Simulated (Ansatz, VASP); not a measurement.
## Two plane-wave programs on Si2B3

```
Si B
1.0
     3.36024    0.00000    0.00000
    -1.68012    2.91005    0.00000
     0.00000    0.00000    5.89036
Si B
2 3
Direct
  0.66667 0.33333 0.50000
  0.33333 0.66667 0.00000
  0.00000 0.00000 0.64499
  0.00000 0.00000 0.35501
  0.66667 0.33333 0.00000
```

Change from the starting cell: species swapped into the Fe3Ge2 type (P-6m2, No. 187).

Alike in both runs: functional PBE; k mesh 5 × 5 × 4; occupations gaussian, width 0.2 eV; no spin polarisation.

Ansatz relaxed the structure, and its values are those at the end. VASP's run is a single point on that final structure, the one shown.

```csv
,VASP,Ansatz
version,VASP 6.6.1,Ansatz 0.2.0
potentials or method,"VASP PAW PBE potentials, release 64 (Si, B), cutoff 500 eV","scalar-relativistic, plane waves, PAW"
valence electrons in the cell,17,17
```

|  | VASP | Ansatz | Ansatz less VASP |
| --- | --- | --- | --- |
| gap on the k mesh at the Fermi level (eV) | none | none | - |
| pressure (GPa) | 0.1 | 0.2 | +0.06 |
| rms of the force components (eV/Å) | 0.009 | 0.014 | +0.0050 |

A gap of «none» marks a metal or a gap that the smearing closes. With one functional, cell and mesh, what is left measures potentials, basis and numerics.

The k mesh is coarse, so the values compare programs but aren't converged.
